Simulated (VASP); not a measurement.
Input of a VASP 6.6.1 run:

The input INCAR:

```
SYSTEM = TaN
PREC = Accurate ; ENCUT = 520
EDIFF = 1E-6 ; ISMEAR = 0
SIGMA = 0.15 ; LREAL = .False.
LASPH = .True. ; NELM = 100
ALGO = Normal ; ISIF = 2
LWAVE = .False. ; LCHARG = .False.
GGA = PS ; NBANDS = 15
```

KPOINTS

```
regular mesh
0
Gamma
  18 18 18
  0 0 0
```

Contents of POSCAR:

```
TaN
1.0
    0.0000000000      2.1874436400      2.2165366404
    2.1874436400      0.0000000000      2.2165366404
    2.1874436400      2.1874436400      0.0000000000
Ta N
1 1
Direct
    0.5000000000      0.5000000000      0.5000000000
    0.0000000000      0.0000000000      0.0000000000
```

Potentials or basis: VASP PAW PBE potentials, release 64 (Ta_pv, N).

The run is started by

```bash
$ cat potpaw_PBE.64/Ta_pv/POTCAR potpaw_PBE.64/N/POTCAR > POTCAR
$ mpirun -np 1 vasp_std > vasp.out
```

Task: Estimate the band gap on the k mesh.

Result: Zero (bands 8 and 9 overlap by 3.95 eV).

Task: Estimate the pressure.

Result: -3.3 GPa.

Stress tensor (GPa, compression positive):
```
-0.74  0.00  0.00
 0.00 -0.74  0.00
 0.00  0.00 -8.51
```

Caveat: the cell differs from its parent crystal (engineering shear strain xz +0.0000, normal strain along z +0.0133); the cell stands under tension; the PAW data sets were made with another functional, which shifts forces and pressure a little; spin-orbit coupling is left out, which moves the levels of the heavy elements.
